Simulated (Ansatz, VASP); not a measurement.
# WSe2: VASP beside Ansatz

INCAR

```
SYSTEM = WSe2
PREC = Accurate ; ENCUT = 520
EDIFF = 1E-7 ; ISMEAR = 0
SIGMA = 0.1 ; LREAL = .False.
LASPH = .True. ; NELM = 100
ALGO = Normal ; ISIF = 2
LWAVE = .False. ; LCHARG = .True.
GGA = PS ; LELF = .True.
LVHAR = .True. ; NBANDS = 20
```

Contents of KPOINTS:

```
regular mesh
0
Gamma
  6 6 1
  0 0 0
```

POSCAR

```
WSe2
1.0
    3.3353451727      0.0000000000      0.0000000000
   -1.6676725864      2.8884936500      0.0000000000
    0.0000000000      0.0000000000     16.7446050480
Se W
2 1
Direct
    0.3333333333      0.6666666667      0.8971077561
    0.3333333333      0.6666666667      0.1028922439
    0.0000000000      0.0000000000      0.0000000000
```

Input for Ansatz:

```yaml
crystal:
  lattice:
    - [3.3353451727, 0.0, 0.0]
    - [-1.6676725864, 2.88849365, 0.0]
    - [0.0, 0.0, 16.744605048]
  atoms:
    - { symbol: Se, position: [0.3333333333, 0.6666666667, 0.8971077561] }
    - { symbol: Se, position: [0.3333333333, 0.6666666667, 0.1028922439] }
    - { symbol: W, position: [0.0, 0.0, 0.0] }
basis:
  ecutwfc: 420
kpoints:
  mp_grid: { grid: [6, 6, 1] }
hamiltonian:
  xc: pbesol
scf:
  occupations: { method: gaussian, width: 0.1 }
output:
  forces: true
  stress: true
  eigenvalues: true
```

Alike in both runs: task single point; functional PBEsol; k mesh 6 × 6 × 1; occupations gaussian, width 0.1 eV; no spin polarisation.

|  | VASP | Ansatz |
| --- | --- | --- |
| version | VASP 6.6.1 | Ansatz 0.2.0 |
| potentials or method | VASP PAW PBE potentials, release 64 (Se, W_sv), cutoff 520 eV | scalar-relativistic, plane waves, PAW |
| valence electrons in the cell | 26 | 46 |

VASP gave:

```
gap on the k mesh at the Fermi level (eV) : 1.53
least direct gap on the mesh (eV)         : 1.58
rms of the force components (eV/Å)        : 0.539
```

Question: Which values does Ansatz return?

Answer: gap on the k mesh at the Fermi level (eV): 1.53; least direct gap on the mesh (eV): 1.58; rms of the force components (eV/Å): 0.561.

VASP's potentials were made for PBE, not for PBEsol. Atom by atom the forces differ by 0.022 eV/Å (rms over components). VASP's potentials hold 26 valence electrons a cell and Ansatz's 46, so a difference there can come from the potentials and not from the codes.

Neither program's run includes spin-orbit coupling.
